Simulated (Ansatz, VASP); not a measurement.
## Be2ZnSe3 in VASP and in Ansatz

```
Be Zn Se
1.0
     6.95348    0.00000    0.00000
    -3.47674    6.02189    0.00000
     0.00000    0.00000    2.82637
Be Zn Se
2 1 3
Direct
  0.33333 0.66667 0.00000
  0.66667 0.33333 0.00000
  0.00000 0.00000 0.00000
  0.50000 0.00000 0.50000
  0.50000 0.50000 0.50000
  0.00000 0.50000 0.50000
```

Change from the starting cell: species swapped into the LuB2Os3 type (P6/mmm, No. 191).

Alike in both runs: functional PBE; k mesh 6 × 6 × 14; occupations gaussian, width 0.1 eV; no spin polarisation.

Ansatz relaxed the structure, and its values are those at the end. VASP's run is a single point on that final structure, the one shown.

|  | VASP | Ansatz |
| --- | --- | --- |
| version | VASP 6.6.1 | Ansatz 0.2.0 |
| potentials or method | VASP PAW PBE potentials, release 64 (Be, Zn, Se), cutoff 520 eV | scalar-relativistic, plane waves, PAW |
| valence electrons in the cell | 34 | 64 |

VASP gave:

```
gap on the k mesh at the Fermi level (eV) : none
pressure (GPa)                            : 0.1
```

Estimate Ansatz's values.

gap on the k mesh at the Fermi level (eV): none; pressure (GPa): 0.0.

A gap of «none» marks a metal or a gap that the smearing closes. VASP's potentials hold 34 valence electrons a cell and Ansatz's 64, so a difference there can come from the potentials and not from the codes.
